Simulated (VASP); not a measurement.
# LiCl (Pm-3m) in VASP: notebook

The runs below take LiCl through single point, with PBEsol.

All numbers are computed with VASP 6.6.1; they aren't measurements. Logs are shortened: lines on timing, memory, paths and dates and some standing lists are left out, and cuts for length are marked.

## Step 1: The cell of the first run

The structure is cubic, space group Pm-3m (No. 221). Conventional cell: a = 3.314 Å, b = 3.314 Å, c = 3.314 Å, α = 90.00°, β = 90.00°, γ = 90.00°. Li (site symmetry m-3m) has 8 Cl at 2.87 Å and 6 Li at 3.31 Å within 3.8 Å. Within 3.8 Å of Cl (site symmetry m-3m) lie 8 Li at 2.87 Å and 6 Cl at 3.31 Å.

## Step 2: Single point, PBEsol (Na replaced by Li, lengths x 0.915, strained)

File INCAR:

```
PREC     = Accurate       # precision mode
ENCUT    = 750            # plane-wave cutoff, eV
EDIFF    = 1E-6           # SCF threshold, eV
ISMEAR   = 0              # smearing method
SIGMA    = 0.1            # smearing width, eV
LREAL    = False          # projectors in reciprocal space
LASPH    = True           # aspherical terms in the spheres
NELM     = 120            # most SCF steps
ALGO     = Normal         # electronic algorithm
ISIF     = 2              # what is computed and relaxed
LWAVE    = False          # write WAVECAR
LCHARG   = False          # write CHGCAR
GGA      = PS             # functional
NBANDS   = 12             # bands
GGA_COMPAT= False
```

File KPOINTS:

```
regular mesh
0
Gamma
  6 6 6
```

File POSCAR:

```
LiCl
1.0
    3.3142441373      0.0000000000      0.0000000000
    0.0000000000      3.3142441373      0.0000000000
    0.0000000000      0.0000000000      3.3142441373
Li Cl
1 1
Direct
    0.0000000000      0.0000000000      0.0000000000
    0.5000000000      0.5000000000      0.5000000000
```

Potentials or basis: VASP PAW PBE potentials, release 64 (Li_sv, Cl).

The run is started by

```
> cat potpaw_PBE.64/Li_sv/POTCAR potpaw_PBE.64/Cl/POTCAR > POTCAR
> mpirun -np 1 vasp_std > vasp.out
```

OUTCAR:

```text
PREC = Accurate
   ENCUT = 750
   EDIFF = 1E-6
   ISMEAR = 0
   LREAL = False
   LASPH = True
   NELM = 120
   ISIF = 2
   GGA = PS

 ion  position               nearest neighbor table
   1  0.000  0.000  0.000-
   2  0.500  0.500  0.500-

  LATTYP: Found a simple cubic cell.
 ALAT       =     3.3142441373

  Lattice vectors:

 A1 = (   3.3142441373,   0.0000000000,   0.0000000000)
 A2 = (   0.0000000000,   3.3142441373,   0.0000000000)
 A3 = (   0.0000000000,   0.0000000000,   3.3142441373)

Analysis of symmetry for initial positions (statically):
=====================================================================
 Subroutine PRICEL returns:
 Original cell was already a primitive cell.

 Routine SETGRP: Setting up the symmetry group for a
 simple cubic supercell.

 Subroutine GETGRP returns: Found 48 space group operations
 (whereof 48 operations were pure point group operations)
 out of a pool of 48 trial point group operations.

The static configuration has the point symmetry O_h .

Analysis of symmetry for dynamics (positions and initial velocities):
=====================================================================
 Subroutine PRICEL returns:
 Original cell was already a primitive cell.

 Routine SETGRP: Setting up the symmetry group for a
 simple cubic supercell.

 Subroutine GETGRP returns: Found 48 space group operations
 (whereof 48 operations were pure point group operations)
 out of a pool of 48 trial point group operations.

The dynamic configuration has the point symmetry O_h .

 Subroutine INISYM returns: Found 48 space group operations
 (whereof 48 operations are pure point group operations),
 and found     1 'primitive' translations

----------------------------------------------------------------------------------------

                                     Primitive cell

  volume of cell :      36.4044

  direct lattice vectors                    reciprocal lattice vectors
     3.314244137  0.000000000  0.000000000     0.301727923  0.000000000  0.000000000
     0.000000000  3.314244137  0.000000000     0.000000000  0.301727923  0.000000000
     0.000000000  0.000000000  3.314244137     0.000000000  0.000000000  0.301727923

  length of vectors
     3.314244137  3.314244137  3.314244137     0.301727923  0.301727923  0.301727923

  position of ions in fractional coordinates (direct lattice)
     0.000000000  0.000000000  0.000000000
     0.500000000  0.500000000  0.500000000

  ion indices of the primitive-cell ions
   primitive index   ion index
                 1           1
                 2           2

----------------------------------------------------------------------------------------

 KPOINTS: regular mesh

Automatic generation of k-mesh.
 Grid dimensions read from file:
 generate k-points for:    6    6    6

 Generating k-lattice:

  Cartesian coordinates                     Fractional coordinates (reciprocal lattice)
     0.050287987  0.000000000  0.000000000     0.166666667  0.000000000  0.000000000
     0.000000000  0.050287987  0.000000000     0.000000000  0.166666667  0.000000000
     0.000000000  0.000000000  0.050287987     0.000000000  0.000000000  0.166666667

  Length of vectors
     0.050287987  0.050287987  0.050287987

  Shift w.r.t. Gamma in fractional coordinates (k-lattice)
     0.000000000  0.000000000  0.000000000

 Subroutine IBZKPT returns following result:
 ===========================================

 Found     20 irreducible k-points:

 Following reciprocal coordinates:
            Coordinates               Weight
  0.000000  0.000000  0.000000      1.000000
  0.166667  0.000000  0.000000      6.000000
  0.333333  0.000000  0.000000      6.000000
  0.500000  0.000000  0.000000      3.000000
  0.166667  0.166667  0.000000     12.000000
  0.333333  0.166667  0.000000     24.000000
[... 12 lines left out ...]
  0.500000  0.500000  0.333333      6.000000
  0.500000  0.500000  0.500000      1.000000
   k-points           NKPTS =     20   k-points in BZ     NKDIM =     20   number of bands    NBANDS=     12
   number of dos      NEDOS =    301   number of ions     NIONS =      2
   total plane-waves  NPLWV =  27000
   dimension x,y,z NGX =    30 NGY =   30 NGZ =   30
   dimension x,y,z NGXF=    60 NGYF=   60 NGZF=   60
   ions per type =               1   1
   NGX,Y,Z   is equivalent  to a cutoff of  15.05, 15.05, 15.05 a.u.
   NGXF,Y,Z  is equivalent  to a cutoff of  30.10, 30.10, 30.10 a.u.
 SYSTEM =  unknown system
   PREC   = accura    normal or accurate (medium, high low for compatibility)
   ISTART =      0    job   : 0-new  1-cont  2-samecut
   ICHARG =      2    charge: 1-file 2-atom 10-const
   ISPIN  =      1    spin polarized calculation?
   LNONCOLLINEAR =      F non collinear calculations
   LSORBIT =      F    spin-orbit coupling
   LASPH  =      T    aspherical Exc in radial PAW
   ENCUT  =  750.0 eV  55.12 Ry    7.42 a.u.   7.40  7.40  7.40*2*pi/ulx,y,z
   NELM   =    120;   NELMIN=  2; NELMDL= -5     # of ELM steps
   EDIFF  = 0.1E-05   stopping-criterion for ELM
   LREAL  =      F    real-space projection
[... 7 lines left out ...]
   TEBEG  =    0.0;   TEEND  =   0.0 temperature during run
   PSTRESS=    0.0 pullay stress
   NELECT =      10.0000    total number of electrons
   NUPDOWN=      -1.0000    fix difference up-down
   EMIN   =  10.00;   EMAX   =-10.00  energy-range for DOS
   EFERMI =   0.00;   METHOD = LEGACY
   ISMEAR =     0;   SIGMA  =   0.10  broadening in eV -4-tet -1-fermi 0-gaus
   EFERMI_NEDOS =   21; number of points for ismear=-14 and -15
   IALGO  =     38    algorithm
   IMIX   =      4    mixing-type and parameters
     AMIX     =   0.40;   BMIX     =  1.00
     AMIX_MAG =   1.60;   BMIX_MAG =  1.00
  volume/ion in A,a.u.               =      18.20       122.83
  Fermi-wavevector in a.u.,A,eV,Ry     =   1.064201  2.011048 15.408922  1.132524
  Thomas-Fermi vector in A             =   2.199712
   LORBIT       =      0    0 simple, 1 ext, 2 COOP (PROOUT), +10 PAW based schemes
   GGA     = PS    functional components
   LHFCALC =     F    Hartree Fock is set to
   AEXX    =    0.0000 exact exchange contribution
   IVDW    =     0    specifies the selected vdW correction
   LEPSILON=     F    determine dielectric tensor
   LRPA    =     F    only Hartree local field effects (RPA)
 non-spin polarized calculation
 Gauss-broadening in eV      SIGMA  =   0.10
  energy-cutoff  :      750.00
  volume of cell :       36.40
 maximum number of plane-waves:      1743
 NGX is ok and might be reduce to    30
   NGX = 15   NGY = 15   NGZ = 15

 number of electron      10.0000000 magnetization

 number of electron       9.9999995 magnetization

 Free energy of the ion-electron system (eV)
  ---------------------------------------------------
  ext. energy  EPLUGINS =         0.00000000
  ---------------------------------------------------
  free energy    TOTEN  =        -7.07673646 eV

  energy without entropy =       -7.07673646  energy(sigma->0) =       -7.07673646

 E-fermi :   1.6797     XC(G=0):  -8.6102

 val. band max:        1.1815159174   @ k =   0.5000   0.5000   0.0000
 cond. band min:       5.3037957310   @ k =   0.0000   0.0000   0.0000
 fundamental gap:      4.1222798136
 Fermi energy:         1.6796556588

 k-point     1 :       0.0000    0.0000    0.0000
  band No.  band energies     occupation
      1     -43.4260      2.00000
      2     -12.8698      2.00000
      3       0.4081      2.00000
      4       0.4081      2.00000
      5       0.4081      2.00000
      6       5.3038      0.00000
      7       9.7667      0.00000
      8       9.7667      0.00000
      9      14.1113      0.00000
     10      14.1113      0.00000
     11      14.1113      0.00000
     12      18.0564      0.00000

 k-point     2 :       0.1667    0.0000    0.0000
  band No.  band energies     occupation
      1     -43.4254      2.00000
      2     -12.7596      2.00000
      3      -0.5749      2.00000
      4       0.5119      2.00000
      5       0.5119      2.00000
      6       5.9039      0.00000
      7      10.0850      0.00000
      8      10.2685      0.00000
      9      13.2327      0.00000
     10      13.2327      0.00000
     11      14.4048      0.00000
     12      18.2462      0.00000

 k-point     3 :       0.3333    0.0000    0.0000
  band No.  band energies     occupation
      1     -43.4242      2.00000
      2     -12.5215      2.00000
      3      -2.0174      2.00000
      4       0.7343      2.00000
      5       0.7343      2.00000
      6       6.5741      0.00000
      7      10.4718      0.00000
      8      10.9468      0.00000
      9      11.8805      0.00000
     10      11.8805      0.00000
     11      16.7384      0.00000
     12      16.7582      0.00000
[... 226 lines left out ...]
 k-point    19 :       0.5000    0.5000    0.3333
  band No.  band energies     occupation
      1     -43.4197      2.00000
      2     -11.6224      2.00000
      3      -1.4247      2.00000
      4      -1.4247      2.00000
      5      -0.6775      2.00000
      6       6.3258      0.00000
      7       7.1403      0.00000
      8       7.1403      0.00000
      9      13.2135      0.00000
     10      16.3502      0.00000
     11      18.2133      0.00000
     12      18.2133      0.00000

 k-point    20 :       0.5000    0.5000    0.5000
  band No.  band energies     occupation
      1     -43.4191      2.00000
      2     -11.5131      2.00000
      3      -1.1839      2.00000
      4      -1.1839      2.00000
      5      -1.1839      2.00000
      6       6.3291      0.00000
      7       6.3291      0.00000
      8       6.3291      0.00000
      9      12.8890      0.00000
     10      19.1809      0.00000
     11      19.1809      0.00000
     12      19.1809      0.00000

------------------------ aborting loop because EDIFF is reached ----------------------------------------

  FORCE on cell =-STRESS in cart. coord.  units (eV):
  Direction    XX          YY          ZZ          XY          YZ          ZX
  --------------------------------------------------------------------------------------
  -------------------------------------------------------------------------------------
  Total       -0.5295819     -0.5295819     -0.5295819     -0.0000000     -0.0000000      0.0000000
  in kB      -23.3072062    -23.3072062    -23.3072062     -0.0000000     -0.0000000      0.0000000
  external PRESSURE =     -23.3072062 kB  Pullay stress =       0.0000000 kB

 VOLUME and BASIS-vectors are now :
 -----------------------------------------------------------------------------
  energy-cutoff  :      750.00
  volume of cell :       36.40
      direct lattice vectors                 reciprocal lattice vectors
     3.314244137  0.000000000  0.000000000     0.301727923  0.000000000  0.000000000
     0.000000000  3.314244137  0.000000000     0.000000000  0.301727923  0.000000000
     0.000000000  0.000000000  3.314244137     0.000000000  0.000000000  0.301727923

 POSITION                                       TOTAL-FORCE (eV/Angst)
 -----------------------------------------------------------------------------------
      0.00000      0.00000      0.00000         0.000000      0.000000      0.000000
      1.65712      1.65712      1.65712         0.000000      0.000000      0.000000
 -----------------------------------------------------------------------------------
    total drift:                                0.000000      0.000000     -0.000000

  FREE ENERGIE OF THE ION-ELECTRON SYSTEM (eV)
  ---------------------------------------------------
  free  energy   TOTEN  =        -7.0767364623 eV

  energy  without entropy=       -7.0767364623  energy(sigma->0) =       -7.07673646
```

It took 5.8 s on 1 thread of Intel Xeon 6975P-C (Granite Rapids), shared host; peak memory 0.16 GiB.

Results:

* Free energy: -7.0767 eV
* Pressure: -2.3 GPa
* Band gap on the k mesh: 4.12 eV, indirect (least direct gap 4.90 eV)

Levels at points of the mesh, in eV from the valence-band top:
```tsv
k point	band 1	band 2	band 3	band 4	band 5	band 6	band 7	band 8	band 9	band 10
(0.00, 0.00, 0.00)	-44.61	-14.05	-0.77	-0.77	-0.77	4.12	8.59	8.59	12.93	12.93
(0.50, 0.00, 0.00)	-44.61	-13.57	-3.80	-0.33	-0.33	5.64	9.13	10.13	10.13	10.47
(0.50, 0.50, 0.00)	-44.60	-13.10	-3.19	-3.19	0.00	5.13	9.53	9.53	10.42	13.24
(0.50, 0.50, 0.50)	-44.60	-12.69	-2.37	-2.37	-2.37	5.15	5.15	5.15	11.71	18.00
```

Caveat: the cell differs from its parent crystal (Na replaced by Li, lengths x 0.915, strained); the PAW data sets were made with another functional, which shifts forces and pressure a little. A k mesh can miss the band edges.

## Step 3: Single point, PBEsol (Na replaced by Li, lengths x 0.915, strained)

File INCAR:

```
SYSTEM = LiCl
  PREC = Accurate
  ENCUT = 750
  EDIFF = 1E-6
  ISMEAR = 0
  SIGMA = 0.02
  LREAL = .FALSE.
  LASPH = .TRUE.
  NELM = 120
  ALGO = Normal
  ISIF = 2
  LWAVE = .FALSE.
  LCHARG = .FALSE.
  GGA = PS
  NBANDS = 12
  GGA_COMPAT = .FALSE.
```

File KPOINTS:

```
regular mesh
0
G
  8 8 8
  0 0 0
```

POSCAR is that of step 2.

Potentials or basis: VASP PAW PBE potentials, release 64 (Li_sv, Cl).

The run is started by

```
> cat potpaw_PBE.64/Li_sv/POTCAR potpaw_PBE.64/Cl/POTCAR > POTCAR
> mpirun -np 1 vasp_std > vasp.out
```

Wall time 8.7 s (1 thread of Intel Xeon 6975P-C (Granite Rapids), shared host); peak memory 0.17 GiB.

The run converged. Its results:

* Free energy: -7.0776 eV
* Pressure: -2.3 GPa
* Band gap on the k mesh: 4.12 eV, indirect (least direct gap 4.90 eV)

Levels at points of the mesh, in eV from the valence-band top:
```csv
k point,band 2,band 3,band 4,band 5,band 6,band 7,band 8,band 9
"(0.00, 0.00, 0.00)",-14.05,-0.77,-0.77,-0.77,4.12,8.59,8.59,12.93
"(0.50, 0.00, 0.00)",-13.57,-3.80,-0.33,-0.33,5.64,9.13,10.13,10.13
"(0.50, 0.50, 0.00)",-13.10,-3.19,-3.19,0.00,5.13,9.54,9.54,10.42
"(0.50, 0.50, 0.50)",-12.69,-2.37,-2.37,-2.37,5.15,5.15,5.15,11.71
```

Caveat: the cell differs from its parent crystal (Na replaced by Li, lengths x 0.915, strained); the PAW data sets were made with another functional, which shifts forces and pressure a little. A k mesh can miss the band edges.
